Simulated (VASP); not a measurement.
# C (Fd-3m) in VASP: a series of runs

The runs below take C through single point, with r2SCAN.

All numbers are computed with VASP 6.6.1; they aren't measurements. Logs are shortened: lines on timing, memory, paths and dates and some standing lists are left out, and cuts for length are marked.

## Step 1: The cell of the first run

Symmetry: Fd-3m, No. 227, cubic system. Conventional cell: a = 3.488 Å, b = 3.488 Å, c = 3.488 Å, α = 90.00°, β = 90.00°, γ = 90.00°. C (site symmetry -43m) has 4 C at 1.51 Å within 2.0 Å.

## Step 2: Single point, r2SCAN (volume scaled by 0.94)

Input file POSCAR:

```
C
1.0
    0.0000000000      1.7438021570      1.7438021570
    1.7438021570      0.0000000000      1.7438021570
    1.7438021570      1.7438021570      0.0000000000
C
2
Direct
    0.0000000000      0.0000000000      0.0000000000
    0.2500000000      0.2500000000      0.2500000000
```

Input file INCAR.step1:

```
PREC = Accurate
ENCUT = 520
ISMEAR = 0
SIGMA = 0.02
LREAL = F
LASPH = T
NELM = 100
NBANDS = 11
GGA = PE
ALGO = Normal
EDIFF = 1E-4
LWAVE = T
LCHARG = F
```

Input file INCAR.step2:

```
PREC = Accurate
ENCUT = 520
EDIFF = 1E-6
ISMEAR = 0
SIGMA = 0.02
LREAL = F
LASPH = T
NELM = 100
ALGO = Normal
ISIF = 2
LWAVE = F
LCHARG = F
METAGGA = R2SCAN
LMIXTAU = T
NBANDS = 11
ISTART = 1
```

Input file KPOINTS:

```
regular mesh
0
Gamma
  12 12 12
```

Potentials or basis: VASP PAW PBE potentials, release 64 (C).

On the command line:

```bash
$ cat potpaw_PBE.64/C/POTCAR > POTCAR
$ cp INCAR.step1 INCAR
$ mpirun -np 1 vasp_std > vasp.out
$ cp INCAR.step2 INCAR
$ mpirun -np 1 vasp_std > vasp.out
```

OUTCAR:

```text
PREC = Accurate
   ENCUT = 520
   EDIFF = 1E-6
   ISMEAR = 0
   LREAL = F
   LASPH = T
   NELM = 100
   ISIF = 2
   METAGGA = R2SCAN
   ISTART = 1

 ion  position               nearest neighbor table
   1  0.000  0.000  0.000-   2 1.51   2 1.51   2 1.51   2 1.51
   2  0.250  0.250  0.250-   1 1.51   1 1.51   1 1.51   1 1.51

  LATTYP: Found a face centered cubic cell.
 ALAT       =     3.4876043140

  Lattice vectors:

 A1 = (   0.0000000000,   1.7438021570,   1.7438021570)
 A2 = (   1.7438021570,   0.0000000000,   1.7438021570)
 A3 = (   1.7438021570,   1.7438021570,   0.0000000000)

Analysis of symmetry for initial positions (statically):
=====================================================================
 Subroutine PRICEL returns:
 Original cell was already a primitive cell.

 Routine SETGRP: Setting up the symmetry group for a
 face centered cubic supercell.

 Subroutine GETGRP returns: Found 48 space group operations
 (whereof 24 operations were pure point group operations)
 out of a pool of 48 trial point group operations.

The static configuration has the point symmetry T_d .
 The point group associated with its full space group is O_h .

Analysis of symmetry for dynamics (positions and initial velocities):
=====================================================================
 Subroutine PRICEL returns:
 Original cell was already a primitive cell.

 Routine SETGRP: Setting up the symmetry group for a
 face centered cubic supercell.

 Subroutine GETGRP returns: Found 48 space group operations
 (whereof 24 operations were pure point group operations)
 out of a pool of 48 trial point group operations.

The dynamic configuration has the point symmetry T_d .
 The point group associated with its full space group is O_h .

 Subroutine INISYM returns: Found 48 space group operations
 (whereof 24 operations are pure point group operations),
 and found     1 'primitive' translations

----------------------------------------------------------------------------------------

                                     Primitive cell

  volume of cell :      10.6053

  direct lattice vectors                    reciprocal lattice vectors
     0.000000000  1.743802157  1.743802157    -0.286729775  0.286729775  0.286729775
     1.743802157  0.000000000  1.743802157     0.286729775 -0.286729775  0.286729775
     1.743802157  1.743802157  0.000000000     0.286729775  0.286729775 -0.286729775

  length of vectors
     2.466108661  2.466108661  2.466108661     0.496630538  0.496630538  0.496630538

  position of ions in fractional coordinates (direct lattice)
     0.000000000  0.000000000  0.000000000
     0.250000000  0.250000000  0.250000000

  ion indices of the primitive-cell ions
   primitive index   ion index
                 1           1
                 2           2

----------------------------------------------------------------------------------------

 KPOINTS: regular mesh

Automatic generation of k-mesh.
 Grid dimensions read from file:
 generate k-points for:   12   12   12

 Generating k-lattice:

  Cartesian coordinates                     Fractional coordinates (reciprocal lattice)
    -0.023894148  0.023894148  0.023894148     0.083333333  0.000000000  0.000000000
     0.023894148 -0.023894148  0.023894148     0.000000000  0.083333333  0.000000000
     0.023894148  0.023894148 -0.023894148     0.000000000  0.000000000  0.083333333

  Length of vectors
     0.041385878  0.041385878  0.041385878

  Shift w.r.t. Gamma in fractional coordinates (k-lattice)
     0.000000000  0.000000000  0.000000000

 Subroutine IBZKPT returns following result:
 ===========================================

 Found     72 irreducible k-points:

 Following reciprocal coordinates:
            Coordinates               Weight
  0.000000  0.000000  0.000000      1.000000
  0.083333  0.000000  0.000000      8.000000
  0.166667  0.000000  0.000000      8.000000
  0.250000  0.000000  0.000000      8.000000
  0.333333  0.000000  0.000000      8.000000
  0.416667  0.000000  0.000000      8.000000
[... 16 lines left out ...]
  0.500000  0.166667  0.000000     24.000000
 -0.416667  0.166667  0.000000     24.000000
 [... further k-points ...]
   k-points           NKPTS =     72   k-points in BZ     NKDIM =     72   number of bands    NBANDS=     11
   number of dos      NEDOS =    301   number of ions     NIONS =      2
   total plane-waves  NPLWV =   5832
   dimension x,y,z NGX =    18 NGY =   18 NGZ =   18
   dimension x,y,z NGXF=    36 NGYF=   36 NGZF=   36
   ions per type =               2
   NGX,Y,Z   is equivalent  to a cutoff of  12.13, 12.13, 12.13 a.u.
   NGXF,Y,Z  is equivalent  to a cutoff of  24.27, 24.27, 24.27 a.u.
 SYSTEM =  unknown system
   PREC   = accura    normal or accurate (medium, high low for compatibility)
   ISTART =      1    job   : 0-new  1-cont  2-samecut
   ICHARG =      0    charge: 1-file 2-atom 10-const
   ISPIN  =      1    spin polarized calculation?
   LNONCOLLINEAR =      F non collinear calculations
   LSORBIT =      F    spin-orbit coupling
   LASPH  =      T    aspherical Exc in radial PAW
   ENCUT  =  520.0 eV  38.22 Ry    6.18 a.u.   4.59  4.59  4.59*2*pi/ulx,y,z
   NELM   =    100;   NELMIN=  2; NELMDL=  0     # of ELM steps
   EDIFF  = 0.1E-05   stopping-criterion for ELM
   LREAL  =      F    real-space projection
   EDIFFG = 0.1E-04   stopping-criterion for IOM
   NSW    =      0    number of steps for IOM
   IBRION =     -1    ionic relax: 0-MD 1-quasi-New 2-CG
   NFREE  =      0    steps in history (QN), initial steepest desc. (CG)
   ISIF   =      2    stress and relaxation
   ISYM   =      2    0-nonsym 1-usesym 2-fastsym
   POTIM  = 0.5000    time-step for ionic-motion
   TEBEG  =    0.0;   TEEND  =   0.0 temperature during run
   PSTRESS=    0.0 pullay stress
   NELECT =       8.0000    total number of electrons
   NUPDOWN=      -1.0000    fix difference up-down
   EMIN   =  10.00;   EMAX   =-10.00  energy-range for DOS
   EFERMI =   0.00;   METHOD = LEGACY
   ISMEAR =     0;   SIGMA  =   0.02  broadening in eV -4-tet -1-fermi 0-gaus
   EFERMI_NEDOS =   21; number of points for ismear=-14 and -15
   IALGO  =     38    algorithm
   IMIX   =      4    mixing-type and parameters
     AMIX     =   0.40;   BMIX     =  1.00
     AMIX_MAG =   1.60;   BMIX_MAG =  1.00
  volume/ion in A,a.u.               =       5.30        35.78
  Fermi-wavevector in a.u.,A,eV,Ry     =   1.490268  2.816198 30.217149  2.220898
  Thomas-Fermi vector in A             =   2.603071
   LORBIT       =      0    0 simple, 1 ext, 2 COOP (PROOUT), +10 PAW based schemes
   METAGGA = R2SCAN    functional components
   LHFCALC =     F    Hartree Fock is set to
   AEXX    =    0.0000 exact exchange contribution
   IVDW    =     0    specifies the selected vdW correction
   LEPSILON=     F    determine dielectric tensor
   LRPA    =     F    only Hartree local field effects (RPA)
 non-spin polarized calculation
 Gauss-broadening in eV      SIGMA  =   0.02
  energy-cutoff  :      520.00
  volume of cell :       10.61
 maximum number of plane-waves:       302
   NGX =  9   NGY =  9   NGZ =  9

 number of electron       8.0000000 magnetization

 Free energy of the ion-electron system (eV)
  ---------------------------------------------------
  ext. energy  EPLUGINS =         0.00000000
  ---------------------------------------------------
  free energy    TOTEN  =       -19.58762360 eV

  energy without entropy =      -19.58762360  energy(sigma->0) =      -19.58762360

 E-fermi :  10.8322     XC(G=0): -14.6311

 val. band max:       10.7157599303   @ k =   0.0000   0.0000   0.0000
 cond. band min:      15.2191614555   @ k =   0.3333   0.3333   0.0000
 fundamental gap:      4.5034015253
 Fermi energy:        10.8321671866

 k-point     1 :       0.0000    0.0000    0.0000
  band No.  band energies     occupation
      1     -12.9336      2.00000
      2      10.7158      2.00000
      3      10.7158      2.00000
      4      10.7158      2.00000
      5      16.7372      0.00000
      6      16.7372      0.00000
      7      16.7372      0.00000
      8      26.1842      0.00000
      9      32.0635      0.00000
     10      38.8657      0.00000
     11      38.8657      0.00000

 k-point     2 :       0.0833    0.0000    0.0000
  band No.  band energies     occupation
      1     -12.7234      2.00000
      2       9.3269      2.00000
      3      10.3442      2.00000
      4      10.3442      2.00000
      5      17.2241      0.00000
      6      17.2241      0.00000
      7      17.5937      0.00000
      8      26.3327      0.00000
      9      32.4144      0.00000
     10      36.6984      0.00000
     11      36.6984      0.00000

 k-point     3 :       0.1667    0.0000    0.0000
  band No.  band energies     occupation
      1     -12.0951      2.00000
      2       6.5049      2.00000
      3       9.5464      2.00000
      4       9.5464      2.00000
      5      18.2691      0.00000
      6      18.2691      0.00000
      7      18.9133      0.00000
      8      26.7494      0.00000
      9      33.1416      0.00000
     10      34.9783      0.00000
     11      34.9783      0.00000
[... 267 lines left out ...]
 k-point    23 :       0.5000    0.1667    0.0000
  band No.  band energies     occupation
      1      -6.6212      2.00000
      2      -2.6040      2.00000
      3       5.1435      2.00000
      4       6.2322      2.00000
      5      18.4242      0.00000
      6      22.4882      0.00000
      7      23.3797      0.00000
      8      26.5517      0.00000
      9      32.9204      0.00000
     10      37.2882      0.00000
     11      39.5705      0.00000

 k-point    24 :      -0.4167    0.1667    0.0000
  band No.  band energies     occupation
      1      -6.1419      2.00000
      2      -3.1788      2.00000
      3       4.5971      2.00000
      4       6.6596      2.00000
      5      18.9138      0.00000
      6      21.9259      0.00000
      7      23.3562      0.00000
      8      27.9576      0.00000
      9      32.1210      0.00000
     10      36.7838      0.00000
     11      38.1064      0.00000

 [... further k-points ...]

------------------------ aborting loop because EDIFF is reached ----------------------------------------

  FORCE on cell =-STRESS in cart. coord.  units (eV):
  Direction    XX          YY          ZZ          XY          YZ          ZX
  --------------------------------------------------------------------------------------
  -------------------------------------------------------------------------------------
  Total        2.1591063      2.1591063      2.1591063      0.0000000      0.0000000      0.0000000
  in kB      326.1842464    326.1842464    326.1842464      0.0000000      0.0000000      0.0000000
  external PRESSURE =     326.1842464 kB  Pullay stress =       0.0000000 kB

 VOLUME and BASIS-vectors are now :
 -----------------------------------------------------------------------------
  energy-cutoff  :      520.00
  volume of cell :       10.61
      direct lattice vectors                 reciprocal lattice vectors
     0.000000000  1.743802157  1.743802157    -0.286729775  0.286729775  0.286729775
     1.743802157  0.000000000  1.743802157     0.286729775 -0.286729775  0.286729775
     1.743802157  1.743802157  0.000000000     0.286729775  0.286729775 -0.286729775

 POSITION                                       TOTAL-FORCE (eV/Angst)
 -----------------------------------------------------------------------------------
      0.00000      0.00000      0.00000        -0.000000      0.000000      0.000000
      0.87190      0.87190      0.87190         0.000000     -0.000000     -0.000000
 -----------------------------------------------------------------------------------
    total drift:                               -0.000000     -0.000000     -0.000000

  FREE ENERGIE OF THE ION-ELECTRON SYSTEM (eV)
  ---------------------------------------------------
  free  energy   TOTEN  =       -19.5876235982 eV

  energy  without entropy=      -19.5876235982  energy(sigma->0) =      -19.58762360
```

Wall time 12 s (1 thread of Intel Xeon 6975P-C (Granite Rapids), shared host); peak memory 0.12 GiB.

Results:

```yaml
Free_energy: -19.5876 eV
Pressure: 32.6 GPa
Band_gap_on_the_k_mesh: 4.50 eV, indirect (least direct gap 6.02 eV)
```

Caveat: the cell differs from its parent crystal (volume scaled by 0.94); the PAW data sets were made with another functional, which shifts forces and pressure a little. A k mesh can miss the band edges.

## Step 3: Single point, r2SCAN (volume scaled by 0.97)

Input file POSCAR:

```
C
1.0
    0.0000000000      1.7621593182      1.7621593182
    1.7621593182      0.0000000000      1.7621593182
    1.7621593182      1.7621593182      0.0000000000
C
2
Direct
    0.0000000000      0.0000000000      0.0000000000
    0.2500000000      0.2500000000      0.2500000000
```

Input file INCAR.step1:

```
ALGO = Normal
EDIFF = 1E-4
ENCUT = 520
GGA = PE
ISMEAR = 0
LASPH = T
LCHARG = F
LREAL = F
LWAVE = T
NBANDS = 11
NELM = 80
PREC = Accurate
SIGMA = 0.02
```

Input file INCAR.step2:

```
ALGO = Normal
EDIFF = 1E-6
ENCUT = 520
ISIF = 2
ISMEAR = 0
ISTART = 1
LASPH = T
LCHARG = T
LELF = T
LMIXTAU = T
LREAL = F
LVHAR = T
LWAVE = F
METAGGA = R2SCAN
NBANDS = 11
NELM = 80
PREC = Accurate
SIGMA = 0.02
```

Input file KPOINTS:

```
k-points
0
Gamma
  12 12 12
```

Potentials or basis: VASP PAW PBE potentials, release 64 (C).

On the command line:

```bash
$ cat potpaw_PBE.64/C/POTCAR > POTCAR
$ cp INCAR.step1 INCAR
$ mpirun -np 1 vasp_std > vasp.out
$ cp INCAR.step2 INCAR
$ mpirun -np 1 vasp_std > vasp.out
```

Run time: 14 s. Hardware: 1 thread of Intel Xeon 6975P-C (Granite Rapids), shared host; peak memory 0.12 GiB.

Results (log left out):

* Free energy: -19.6390 eV
* Pressure: 15.8 GPa
* Band gap on the k mesh: 4.43 eV, indirect (least direct gap 5.93 eV)

Levels at points of the mesh, in eV from the valence-band top:
| k point | band 1 | band 2 | band 3 | band 4 | band 5 | band 6 | band 7 | band 8 |
| --- | --- | --- | --- | --- | --- | --- | --- | --- |
| (0.00, 0.00, 0.00) | -23.20 | 0.00 | 0.00 | 0.00 | 5.94 | 5.94 | 5.94 | 14.69 |
| (0.50, 0.00, 0.00) | -17.04 | -14.46 | -3.08 | -3.08 | 9.03 | 9.03 | 9.64 | 17.05 |
| (0.50, 0.50, 0.00) | -13.85 | -13.85 | -6.89 | -6.89 | 5.08 | 5.08 | 18.45 | 18.45 |

Caveat: the cell differs from its parent crystal (volume scaled by 0.97); the PAW data sets were made with another functional, which shifts forces and pressure a little.

## Step 4: Single point, r2SCAN

This run uses another cell than the first one, of 5.64 Å³/atom, 1.064 times its volume.

Input file POSCAR:

```
C
1.0
    0.0000000000      1.7801417777      1.7801417777
    1.7801417777      0.0000000000      1.7801417777
    1.7801417777      1.7801417777      0.0000000000
C
2
Direct
    0.0000000000      0.0000000000      0.0000000000
    0.2500000000      0.2500000000      0.2500000000
```

Input file INCAR.step1:

```
SYSTEM = C
ALGO     = Normal         ! electronic algorithm
EDIFF    = 1E-4           ! SCF threshold, eV
ENCUT    = 520            ! plane-wave cutoff, eV
GGA      = PE             ! functional
ISMEAR   = 0              ! smearing method
LASPH    = .TRUE.         ! aspherical terms in the spheres
LCHARG   = .FALSE.        ! write CHGCAR
LREAL    = .FALSE.        ! projectors in reciprocal space
LWAVE    = .TRUE.         ! write WAVECAR
NBANDS   = 11             ! bands
NELM     = 60             ! most SCF steps
PREC     = Accurate       ! precision mode
SIGMA    = 0.02           ! smearing width, eV
```

Input file INCAR.step2:

```
SYSTEM = C
ALGO     = Normal         ! electronic algorithm
EDIFF    = 1E-6           ! SCF threshold, eV
ENCUT    = 520            ! plane-wave cutoff, eV
ISIF     = 2              ! what is computed and relaxed
ISMEAR   = 0              ! smearing method
ISTART   = 1            
LASPH    = .TRUE.         ! aspherical terms in the spheres
LCHARG   = .FALSE.        ! write CHGCAR
LMIXTAU  = .TRUE.       
LREAL    = .FALSE.        ! projectors in reciprocal space
LWAVE    = .FALSE.        ! write WAVECAR
METAGGA  = R2SCAN         ! meta-GGA
NBANDS   = 11             ! bands
NELM     = 60             ! most SCF steps
PREC     = Accurate       ! precision mode
SIGMA    = 0.02           ! smearing width, eV
```

Input file KPOINTS:

```
k-points
0
G
  12 12 12
  0 0 0
```

On the command line:

```bash
$ cat potpaw_PBE.64/C/POTCAR > POTCAR
$ cp INCAR.step1 INCAR
$ mpirun -np 1 vasp_std > vasp.out
$ cp INCAR.step2 INCAR
$ mpirun -np 1 vasp_std > vasp.out
```

Run time: 15 s. Hardware: 1 thread of Intel Xeon 6975P-C (Granite Rapids), shared host; peak memory 0.12 GiB.

Results (log left out):

- Free energy: -19.6572 eV
- Pressure: 1.1 GPa
- Band gap on the k mesh: 4.36 eV, indirect (least direct gap 5.85 eV)

Levels at points of the mesh, in eV from the valence-band top:
| k point | band 1 | band 2 | band 3 | band 4 | band 5 | band 6 | band 7 | band 8 | band 9 |
| --- | --- | --- | --- | --- | --- | --- | --- | --- | --- |
| (0.00, 0.00, 0.00) | -22.77 | 0.00 | 0.00 | 0.00 | 5.85 | 5.85 | 5.85 | 13.95 | 20.47 |
| (0.50, 0.00, 0.00) | -16.79 | -14.11 | -2.99 | -2.99 | 8.90 | 8.90 | 9.20 | 16.75 | 23.29 |
| (0.50, 0.50, 0.00) | -13.63 | -13.63 | -6.69 | -6.69 | 5.01 | 5.01 | 17.96 | 17.96 | 24.73 |

Caveat: the PAW data sets were made with another functional, which shifts forces and pressure a little. r2SCAN opens gaps a little over a GGA but as a rule still falls short of measured ones.

## Step 5: The runs side by side

| cell | gap on the mesh (eV) | pressure (GPa) |
| --- | --- | --- |
| a = 2.466 Å, angles 60.0°, 2 atoms | 4.50 | 32.6 |
| a = 2.492 Å, angles 60.0°, 2 atoms | 4.43 | 15.8 |
| a = 2.518 Å, angles 60.0°, 2 atoms | 4.36 | 1.1 |

Alike in all rows: task single point; level r2SCAN; potentials or basis VASP PAW PBE potentials, release 64 (C); no spin polarisation; k mesh 12 × 12 × 12; cutoff (eV) 520; smearing gaussian 0.02 eV.

Caveats: the PAW data sets were made with another functional, which shifts forces and pressure a little.

Absolute energies hang on the potentials; compare differences alone.
